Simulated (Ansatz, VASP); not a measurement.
**SrSi2Au: VASP beside Ansatz**

```xyz
8
Lattice="4.1430 0.0000 0.0000 0.0000 4.1430 0.0000 0.0000 0.0000 9.2653" Properties=species:S:1:pos:R:3 pbc="T T T"
Sr    0.0000    2.0715    6.9450
Sr    2.0715    0.0000    2.3203
Si    2.0715    2.0715    0.0000
Si    0.0000    0.0000    0.0000
Si    0.0000    2.0715    3.3138
Si    2.0715    0.0000    5.9514
Au    2.0715    2.0715    4.6326
Au    0.0000    0.0000    4.6326
```

Change from the starting cell: species swapped into the LaSb2Pd type (P4/nmm, No. 129).

Alike in both runs: task single point; functional PBE; k mesh 4 × 4 × 2; occupations gaussian, width 0.1 eV; no spin polarisation.

|  | VASP | Ansatz |
| --- | --- | --- |
| version | VASP 6.6.1 | Ansatz 0.2.0 |
| potentials or method | VASP PAW PBE potentials, release 64 (Sr_sv, Si, Au), cutoff 500 eV | scalar-relativistic, plane waves, PAW |
| valence electrons in the cell | 58 | 74 |

VASP gave:

| Quantity | Value |
| --- | --- |
| gap on the k mesh at the Fermi level (eV) | none |
| pressure (GPa) | 16.3 |
| traceless stress, the component that is largest in VASP (GPa) | 2.80 |
| rms of the force components (eV/Å) | 0.553 |

Estimate Ansatz's values.

gap on the k mesh at the Fermi level (eV): none; pressure (GPa): 16.3; traceless stress, the component that is largest in VASP (GPa): 2.78; rms of the force components (eV/Å): 0.558.

Atom by atom the forces differ by 0.007 eV/Å (rms over components). A gap of «none» marks a metal or a gap that the smearing closes. With one functional, cell and mesh, what is left measures potentials, basis and numerics. VASP's potentials hold 58 valence electrons a cell and Ansatz's 74, so a difference there can come from the potentials and not from the codes.

The k mesh is coarse, so the values compare programs but aren't converged. Neither program's run includes spin-orbit coupling.
